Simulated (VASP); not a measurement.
A run of VASP 6.6.1 is set up as follows.

Contents of INCAR:

```
SYSTEM = Ru
ALGO = Normal
EDIFF = 1E-6
ENCUT = 520
GGA = PS
ISIF = 2
ISMEAR = 0
LASPH = .TRUE.
LCHARG = .FALSE.
LREAL = .FALSE.
LWAVE = .FALSE.
NBANDS = 21
NELM = 100
PREC = Accurate
SIGMA = 0.1
```

The input KPOINTS:

```
k-points
0
G
  14 14 8
  0 0 0
```

The input POSCAR:

```
Ru
1.0
    2.7058000000      0.0000000000      0.0000000000
   -1.3529000000      2.3432920000      0.0000000000
    0.0000000000      0.0000000000      4.2819000000
Ru
2
Direct
    0.3148545101      0.6666666667      0.2500000000
    0.6666666667      0.3333333333      0.7500000000
```

Potentials or basis: VASP PAW PBE potentials, release 64 (Ru_pv).

Run with:

```sh
$ cat potpaw_PBE.64/Ru_pv/POTCAR > POTCAR
$ mpirun -np 1 vasp_std > vasp.out
```

**Question.** Predict the largest force.

**Answer.** 0.306 eV/Å.

**Question.** Predict the pressure.

**Answer.** -6.2 GPa.

Forces in eV/Å, atoms in the order of the input:
```
Ru   0.306  0.003  0.000
Ru  -0.306 -0.003  0.000
```

Caveat: the cell stands under tension; the PAW data sets were made with another functional, which shifts forces and pressure a little.
